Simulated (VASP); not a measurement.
# MnO (Manganosite) (Fm-3m) in VASP: a series of runs

MnO (Manganosite) is run at these levels: PBE+D3(BJ); tasks: single point.

Program: VASP 6.6.1. These are calculated values, not measurements. Logs are shortened: lines on timing, memory, paths and dates and some standing lists are left out, and cuts for length are marked.

### 1 The cell of the first run

It takes space group Fm-3m (No. 225, cubic). The conventional cell has a = 4.446 Å, b = 4.446 Å, c = 4.446 Å, α = 90.00°, β = 90.00°, γ = 90.00°. Within 2.9 Å of Mn (site symmetry m-3m) lie 6 O at 2.22 Å. Within 2.9 Å of O (site symmetry m-3m) lie 6 Mn at 2.22 Å.

### 2 Single point, PBE+D3(BJ), collinear spin, ferromagnetic start

INCAR

```
SYSTEM = MnO
ALGO = Normal
EDIFF = 1E-6
ENCUT = 600
GGA = PE
GGA_COMPAT = .False.
ISIF = 2
ISMEAR = -1
ISPIN = 2
IVDW = 12
LASPH = .True.
LCHARG = .False.
LMAXMIX = 4
LORBIT = 11
LREAL = .False.
LWAVE = .False.
MAGMOM = 4 0
NBANDS = 20
NELM = 200
PREC = Accurate
SIGMA = 0.1
```

KPOINTS

```
k-points
0
Gamma
  5 5 5
  0 0 0
```

POSCAR

```
MnO
1.0
    0.0000000000      2.2230000000      2.2230000000
    2.2230000000      0.0000000000      2.2230000000
    2.2230000000      2.2230000000      0.0000000000
Mn O
1 1
Direct
    0.0000000000      0.0000000000      0.0000000000
    0.5000000000      0.5000000000      0.5000000000
```

Potentials or basis: VASP PAW PBE potentials, release 64 (Mn_pv, O).

Started as:

```sh
$ cat potpaw_PBE.64/Mn_pv/POTCAR potpaw_PBE.64/O/POTCAR > POTCAR
$ mpirun -np 1 vasp_std > vasp.out
```

OUTCAR:

```text
SYSTEM = MnO
   EDIFF = 1E-6
   ENCUT = 600
   GGA = PE
   ISIF = 2
   ISMEAR = -1
   ISPIN = 2
   IVDW = 12
   LASPH = .True.
   LORBIT = 11
   LREAL = .False.
   NELM = 200
   PREC = Accurate
 IVDW          = 12

 ion  position               nearest neighbor table
   1  0.000  0.000  0.000-   2 2.22   2 2.22   2 2.22   2 2.22   2 2.22   2 2.22
   2  0.500  0.500  0.500-   1 2.22   1 2.22   1 2.22   1 2.22   1 2.22   1 2.22

  LATTYP: Found a face centered cubic cell.
 ALAT       =     4.4460000000

  Lattice vectors:

 A1 = (   0.0000000000,   2.2230000000,   2.2230000000)
 A2 = (   2.2230000000,   0.0000000000,   2.2230000000)
 A3 = (   2.2230000000,   2.2230000000,   0.0000000000)

Analysis of symmetry for initial positions (statically):
=====================================================================
 Subroutine PRICEL returns:
 Original cell was already a primitive cell.

 Routine SETGRP: Setting up the symmetry group for a
 face centered cubic supercell.

 Subroutine GETGRP returns: Found 48 space group operations
 (whereof 48 operations were pure point group operations)
 out of a pool of 48 trial point group operations.

The static configuration has the point symmetry O_h .

Analysis of symmetry for dynamics (positions and initial velocities):
=====================================================================
 Subroutine PRICEL returns:
 Original cell was already a primitive cell.

 Routine SETGRP: Setting up the symmetry group for a
 face centered cubic supercell.

 Subroutine GETGRP returns: Found 48 space group operations
 (whereof 48 operations were pure point group operations)
 out of a pool of 48 trial point group operations.

The dynamic configuration has the point symmetry O_h .

Analysis of structural, dynamic, and magnetic symmetry:
=====================================================================
 Subroutine PRICEL returns:
 Original cell was already a primitive cell.

 Routine SETGRP: Setting up the symmetry group for a
 face centered cubic supercell.

 Subroutine GETGRP returns: Found 48 space group operations
 (whereof 48 operations were pure point group operations)
 out of a pool of 48 trial point group operations.

The overall configuration has the point symmetry O_h .

 Subroutine INISYM returns: Found 48 space group operations
 (whereof 48 operations are pure point group operations),
 and found     1 'primitive' translations

----------------------------------------------------------------------------------------
[... 100 lines left out ...]
  Fermi-wavevector in a.u.,A,eV,Ry     =   1.559708  2.947420 33.098734  2.432688
  Thomas-Fermi vector in A             =   2.663027
   LORBIT       =     11    0 simple, 1 ext, 2 COOP (PROOUT), +10 PAW based schemes
   GGA     = PE    functional components
   LHFCALC =     F    Hartree Fock is set to
   AEXX    =    0.0000 exact exchange contribution
   IVDW    =    12    specifies the selected vdW correction
   LEPSILON=     F    determine dielectric tensor
   LRPA    =     F    only Hartree local field effects (RPA)
 spin polarized calculation
  energy-cutoff  :      600.00
  volume of cell :       21.97
 maximum number of plane-waves:       741
 NGX is ok and might be reduce to    28
   NGX = 13   NGY = 13   NGZ = 13

 number of electron      18.9999997 magnetization       4.7797947

 Free energy of the ion-electron system (eV)
  ---------------------------------------------------
  ext. energy  EPLUGINS =         0.00000000
  ---------------------------------------------------
  free energy    TOTEN  =       -16.41632977 eV

  energy without entropy =      -16.37990803  energy(sigma->0) =      -16.39811890

 E-fermi :   7.5993     XC(G=0): -11.8612

 val. band max:        7.5459309382   @ k =   0.4000   0.0000   0.0000
 cond. band min:       7.6188630899   @ k =  -0.4000   0.4000   0.0000
 fundamental gap:      0.0729321517
 Fermi energy:         7.5992511494

 spin component 1

 k-point     1 :       0.0000    0.0000    0.0000
  band No.  band energies     occupation
      1     -42.8383      1.00000
      2     -42.8383      1.00000
      3     -42.8383      1.00000
      4     -12.7287      1.00000
      5       3.7946      1.00000
      6       3.7946      1.00000
[... 206 lines left out ...]
      6       1.4471      1.00000
[... 12 lines left out ...]
     19      33.5595      0.00000
     20      33.8055      0.00000
 Fermi energy:         7.5992511494

 spin component 2

 k-point     1 :       0.0000    0.0000    0.0000
  band No.  band energies     occupation
      1     -38.1699      1.00000
      2     -38.1699      1.00000
      3     -38.1699      1.00000
      4     -12.2830      1.00000
      5       4.1840      1.00000
      6       4.1840      1.00000
[... 219 lines left out ...]
     19      34.5688      0.00000
     20      34.7782      0.00000

------------------------ aborting loop because EDIFF is reached ----------------------------------------

 Edisp (eV)   -0.50827

 E8    (eV) :    -0.2040

  FORCE on cell =-STRESS in cart. coord.  units (eV):
  Direction    XX          YY          ZZ          XY          YZ          ZX
  --------------------------------------------------------------------------------------
  -------------------------------------------------------------------------------------
  Total      69.26413    69.26413    69.26413     0.00000    -0.00000    -0.00000
  in kB    5050.92078  5050.92078  5050.92078     0.00000    -0.00000    -0.00000
  external pressure =     5050.92 kB  Pullay stress =        0.00 kB

 VOLUME and BASIS-vectors are now :
 -----------------------------------------------------------------------------
  energy-cutoff  :      600.00
  volume of cell :       21.97
      direct lattice vectors                 reciprocal lattice vectors
     0.000000000  2.223000000  2.223000000    -0.224921278  0.224921278  0.224921278
     2.223000000  0.000000000  2.223000000     0.224921278 -0.224921278  0.224921278
     2.223000000  2.223000000  0.000000000     0.224921278  0.224921278 -0.224921278

 POSITION                                       TOTAL-FORCE (eV/Angst)
 -----------------------------------------------------------------------------------
      0.00000      0.00000      0.00000         0.000000      0.000000      0.000000
      2.22300      2.22300      2.22300        -0.000000     -0.000000     -0.000000
 -----------------------------------------------------------------------------------
    total drift:                                0.000000      0.000000      0.000000

  FREE ENERGIE OF THE ION-ELECTRON SYSTEM (eV)
  ---------------------------------------------------
  free  energy   TOTEN  =       -16.9245955475 eV

  energy  without entropy=      -16.8881738050  energy(sigma->0) =      -16.90638468

 total charge

# of ion       s       p       d       tot
------------------------------------------
    1        0.204   6.176   4.974  11.354
    2        1.558   3.416   0.000   4.975
--------------------------------------------------
tot          1.762   9.592   4.974  16.328

 magnetization (x)

# of ion       s       p       d       tot
------------------------------------------
    1        0.036   0.025   4.275   4.336
    2        0.031   0.173   0.000   0.204
--------------------------------------------------
tot          0.067   0.198   4.275   4.540
```

Wall time 19 s (1 thread of Intel Xeon Platinum 8488C (Sapphire Rapids), shared host); peak memory 0.18 GiB.

What came out:

* Free energy: -16.9246 eV
* Pressure: 505.1 GPa
* Net moment: 4.78 μB per cell
* Site moments: Mn +4.34; O +0.20 μB
* Valence electrons inside the program's atomic spheres: Mn 11.35; O 4.97
* Dispersion energy per atom: -0.254 eV

Levels at points of the mesh, in eV from the Fermi level:
Spin up:
```
           k point  band 9  band 10  band 11  band 12  band 13  band 14  band 15  band 16
(0.00, 0.00, 0.00)   -3.28    -3.28    -2.75    -2.75    -0.58    13.90    16.27    16.27
```
Spin down:
```
           k point  band 5  band 6  band 7  band 8  band 9  band 10
(0.00, 0.00, 0.00)   -3.42   -3.42   -3.42    0.68    0.68     0.68
```

Caveat: the k points lie up to 0.49 Å⁻¹ apart; three body term missing; a cell with one magnetic atom can't hold antiferromagnetic order, which such compounds often take; semilocal functionals often make such compounds metallic where correlation or magnetic order opens a gap, which also shifts bond lengths; pairwise dispersion overbinds metals, which lowers pressure and volume.

### 3 Single point, PBE+D3(BJ), collinear spin, ferromagnetic start

INCAR

```
PREC = Accurate ; ENCUT = 600
EDIFF = 1E-6 ; ISMEAR = -1
SIGMA = 0.1 ; LREAL = F
LASPH = T ; NELM = 200
ALGO = Normal ; ISIF = 2
LWAVE = F ; LCHARG = T
ISPIN = 2 ; MAGMOM = 4 0
LORBIT = 11 ; LMAXMIX = 4
GGA = PE ; IVDW = 12
LELF = T ; LVHAR = T
NBANDS = 20 ; GGA_COMPAT = F
```

KPOINTS

```
regular mesh
0
Gamma
  5 5 5
```

POSCAR is that of step 2.

Potentials or basis: VASP PAW PBE potentials, release 64 (Mn_pv, O).

Started as:

```sh
$ cat potpaw_PBE.64/Mn_pv/POTCAR potpaw_PBE.64/O/POTCAR > POTCAR
$ mpirun -np 1 vasp_std > vasp.out
```

Run time: 20 s. Hardware: 1 thread of Intel Xeon Platinum 8488C (Sapphire Rapids), shared host; peak memory 0.18 GiB.

The run converged. Its results:

| Quantity | Value |
| --- | --- |
| Free energy | -16.9246 eV |
| Pressure | 505.1 GPa |
| Net moment | 4.78 μB per cell |
| Site moments | Mn +4.34; O +0.20 μB |
| Valence electrons inside the program's atomic spheres | Mn 11.35; O 4.97 |
| Dispersion energy per atom | -0.254 eV |

Levels at points of the mesh, in eV from the Fermi level:
Spin up:
```csv
k point,band 10,band 11,band 12,band 13,band 14,band 15
"(0.00, 0.00, 0.00)",-3.28,-2.75,-2.75,-0.58,13.90,16.27
```
Spin down:
```tsv
k point	band 3	band 4	band 5	band 6	band 7	band 8	band 9	band 10	band 11	band 12
(0.00, 0.00, 0.00)	-45.77	-19.88	-3.42	-3.42	-3.42	0.68	0.68	0.68	0.74	1.31
```

Caveat: the k points lie up to 0.49 Å⁻¹ apart; three body term missing; a cell with one magnetic atom can't hold antiferromagnetic order, which such compounds often take; semilocal functionals often make such compounds metallic where correlation or magnetic order opens a gap, which also shifts bond lengths; pairwise dispersion overbinds metals, which lowers pressure and volume.
